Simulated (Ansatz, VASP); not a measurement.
**Two plane-wave programs on Al4B3Sb**

File INCAR:

```
SYSTEM = Al4B3Sb
  PREC = Accurate
  ENCUT = 520
  EDIFF = 1E-6
  ISMEAR = 0
  SIGMA = 0.2
  LREAL = .False.
  LASPH = .True.
  NELM = 80
  ALGO = Normal
  ISIF = 2
  LWAVE = .False.
  LCHARG = .True.
  GGA = PE
  LELF = .True.
  LVHAR = .True.
  NBANDS = 23
```

The input KPOINTS:

```
Automatic mesh
0
Gamma
  8 8 2
  0 0 0
```

Contents of POSCAR:

```
Al4B3Sb
1.0
   -3.0604845365      1.7675350652      0.0020299407
   -3.0604845365     -1.7675350652      0.0020299407
   -2.0119239608      0.0000000000     10.1596859305
Al B Sb
4 3 1
Direct
    0.8302457653      0.8302457653      0.2051799229
    0.6968036239      0.6968036239      0.6072103748
    0.3014888397      0.3014888397      0.7948177930
    0.4349020889      0.4349020889      0.3927875185
    0.0657987276      0.0657987276      0.4999989359
    0.0060222747      0.0060222747      0.6806407071
    0.1256929148      0.1256929148      0.3193536774
    0.5658403212      0.5658403212      0.0000110706
```

Input for Ansatz:

```yaml
crystal:
  lattice:
    - [-3.0604845365, 1.7675350652, 0.0020299407]
    - [-3.0604845365, -1.7675350652, 0.0020299407]
    - [-2.0119239608, 0.0, 10.1596859305]
  atoms:
    - { symbol: Al, position: [0.8302457653, 0.8302457653, 0.2051799229] }
    - { symbol: Al, position: [0.6968036239, 0.6968036239, 0.6072103748] }
    - { symbol: Al, position: [0.3014888397, 0.3014888397, 0.794817793] }
    - { symbol: Al, position: [0.4349020889, 0.4349020889, 0.3927875185] }
    - { symbol: B, position: [0.0657987276, 0.0657987276, 0.4999989359] }
    - { symbol: B, position: [0.0060222747, 0.0060222747, 0.6806407071] }
    - { symbol: B, position: [0.1256929148, 0.1256929148, 0.3193536774] }
    - { symbol: Sb, position: [0.5658403212, 0.5658403212, 1.10706e-05] }
basis:
  ecutwfc: 420
kpoints:
  mp_grid: { grid: [8, 8, 2] }
hamiltonian:
  xc: pbe
scf:
  occupations: { method: gaussian, width: 0.2 }
  lower_state_search: "off"
output:
  forces: true
  stress: true
  eigenvalues: true
```

Alike in both runs: task single point; functional PBE; k mesh 8 × 8 × 2; occupations gaussian, width 0.2 eV; no spin polarisation.

|  | VASP | Ansatz |
| --- | --- | --- |
| version | VASP 6.6.1 | Ansatz 0.2.0 |
| potentials or method | VASP PAW PBE potentials, release 64 (Al, B, Sb), cutoff 520 eV | scalar-relativistic, plane waves, PAW |
| valence electrons in the cell | 26 | 36 |

```tsv
	VASP	Ansatz	Ansatz less VASP
gap on the k mesh at the Fermi level (eV)	none	none	-
pressure (GPa)	0.1	0.1	0.00
traceless stress, the component that is largest in VASP (GPa)	-0.36	-0.40	-0.033
rms of the force components (eV/Å)	0.051	0.048	-0.0037
```

Atom by atom the forces differ by 0.005 eV/Å (rms over components). A gap of «none» marks a metal or a gap that the smearing closes. With one functional, cell and mesh, what is left measures potentials, basis and numerics. VASP's potentials hold 26 valence electrons a cell and Ansatz's 36, so a difference there can come from the potentials and not from the codes.

Neither program's run includes spin-orbit coupling.
